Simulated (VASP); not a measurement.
Write the native input for VASP 6.6.1 that does the following.

| Item | Value |
| --- | --- |
| Task | single point |
| Functional | PBE |
| Potentials or basis | VASP PAW PBE potentials, release 64 (Al, C) |
| Cutoff | 520 eV |
| k mesh | 4 × 4 × 4 |
| Occupations | gaussian, width 0.1 eV |
| Spin | no spin polarisation |
| Dipole correction | no |
| Further INCAR settings | ALGO = Normal; EDIFF = 1e-07; NBANDS = 24 |

The structure of Al5C3 lies in POSCAR:

```
Al5C3
1.0
   -3.1714026700      3.1714026700      3.1714026700
    3.1714026700     -3.1714026700      3.1714026700
    3.1714026700      3.1714026700     -3.1714026700
Al C
5 3
Direct
    0.3757811000      0.3757811000      0.3757811000
    0.0000000000      0.0000000000      0.6242189000
    0.0000000000      0.6242189000      0.0000000000
    0.6242189000      0.0000000000      0.0000000000
    0.0000000000      0.0000000000      0.0000000000
    0.0000000000      0.5000000000      0.5000000000
    0.5000000000      0.0000000000      0.5000000000
    0.5000000000      0.5000000000      0.0000000000
```

One way to write it, as run:

INCAR

```
SYSTEM = Al5C3
  PREC = Accurate
  ENCUT = 520
  EDIFF = 1E-7
  ISMEAR = 0
  SIGMA = 0.1
  LREAL = .FALSE.
  LASPH = .TRUE.
  NELM = 100
  ALGO = Normal
  ISIF = 2
  LWAVE = .FALSE.
  LCHARG = .TRUE.
  GGA = PE
  LELF = .TRUE.
  LVHAR = .TRUE.
  NBANDS = 24
```

KPOINTS

```
regular mesh
0
G
  4 4 4
  0 0 0
```

Potentials or basis: VASP PAW PBE potentials, release 64 (Al, C).

Launch:

```console
$ cat potpaw_PBE.64/Al/POTCAR potpaw_PBE.64/C/POTCAR > POTCAR
$ mpirun -np 1 vasp_std > vasp.out
```

Results of the run:

```json
{"Pressure": "2.6 GPa", "Largest force": "6.939 eV/Å"}
```

Caveat: forces of over 1 eV/Å act on the atoms, so gaps and moduli don't describe the material at rest.

Run time: 26 s on 1 thread of Intel(R) Xeon(R) Platinum 8375C CPU @ 2.90GHz (Ice Lake), on a shared host, peak memory 0.25 GiB.
